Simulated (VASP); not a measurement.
Set up this calculation in VASP 6.6.1, as the native input.

- Task: single point
- Functional: r2SCAN
- Potentials or basis: VASP PAW PBE potentials, release 64 (C_h, O_h)
- Cutoff: 910 eV
- k mesh: 6 × 6 × 6
- Occupations: gaussian, width 0.05 eV
- Spin: no spin polarisation
- Dipole correction: no
- Further INCAR settings: ALGO = Normal; EDIFF = 1e-06; NBANDS = 25

The system is CO2.

```xyz
6
Lattice="4.2272 0.0000 0.0000 0.0000 4.2272 0.0000 0.0000 0.0000 4.6878" Properties=species:S:1:pos:R:3 pbc="T T T"
C     2.1136    2.1136    2.3439
C     0.0000    0.0000    0.0000
O     1.2886    2.9386    2.3439
O     2.9386    1.2886    2.3439
O     0.8250    0.8250    0.0000
O     3.4022    3.4022    0.0000
```

One way to write it, as run:

POSCAR

```
CO2
1.0
    4.2272127900      0.0000000000      0.0000000000
    0.0000000000      4.2272127900      0.0000000000
    0.0000000000      0.0000000000      4.6877715900
C O
2 4
Direct
    0.5000000000      0.5000000000      0.5000000000
    0.0000000000      0.0000000000      0.0000000000
    0.3048268600      0.6951731400      0.5000000000
    0.6951731400      0.3048268600      0.5000000000
    0.1951731400      0.1951731400      0.0000000000
    0.8048268600      0.8048268600      0.0000000000
```

INCAR.step1

```
PREC     = Accurate       # precision mode
ENCUT    = 910            # plane-wave cutoff, eV
ISMEAR   = 0              # smearing method
SIGMA    = 0.05           # smearing width, eV
LREAL    = False          # projectors in reciprocal space
LASPH    = True           # aspherical terms in the spheres
NELM     = 120            # most SCF steps
NBANDS   = 25             # bands
GGA      = PE             # functional
ALGO     = Normal         # electronic algorithm
EDIFF    = 1E-5           # SCF threshold, eV
LWAVE    = True           # write WAVECAR
LCHARG   = False          # write CHGCAR
GGA_COMPAT= False
```

INCAR.step2

```
PREC     = Accurate       # precision mode
ENCUT    = 910            # plane-wave cutoff, eV
EDIFF    = 1E-6           # SCF threshold, eV
ISMEAR   = 0              # smearing method
SIGMA    = 0.05           # smearing width, eV
LREAL    = False          # projectors in reciprocal space
LASPH    = True           # aspherical terms in the spheres
NELM     = 120            # most SCF steps
ALGO     = Normal         # electronic algorithm
ISIF     = 2              # what is computed and relaxed
LWAVE    = False          # write WAVECAR
LCHARG   = True           # write CHGCAR
METAGGA  = R2SCAN         # meta-GGA
LMIXTAU  = True         
LELF     = True           # ELF
LVHAR    = True         
NBANDS   = 25             # bands
ISTART   = 1            
GGA_COMPAT= False
```

KPOINTS

```
Automatic mesh
0
Gamma
  6 6 6
```

Potentials or basis: VASP PAW PBE potentials, release 64 (C_h, O_h).

Run with:

```bash
$ cat potpaw_PBE.64/C_h/POTCAR potpaw_PBE.64/O_h/POTCAR > POTCAR
$ cp INCAR.step1 INCAR
$ mpirun -np 1 vasp_std > vasp.out
$ cp INCAR.step2 INCAR
$ mpirun -np 1 vasp_std > vasp.out
```

Results of the run:

```yaml
Pressure: -2.3 GPa
Largest_force: 0.797 eV/Å
Band_gap_on_the_k_mesh: 7.20 eV (least direct gap 7.68 eV)
```

Caveat: the cutoff is under 1.25 times the usual one of these potentials, so pressure, stress and relaxed cells hold a basis-set (Pulay) error; the PAW data sets were made with another functional, which shifts forces and pressure a little.

It took 5.3 min on 1 thread of AMD EPYC 9R45 96-Core Processor (Zen 5) (shared host), peak memory 0.36 GiB.
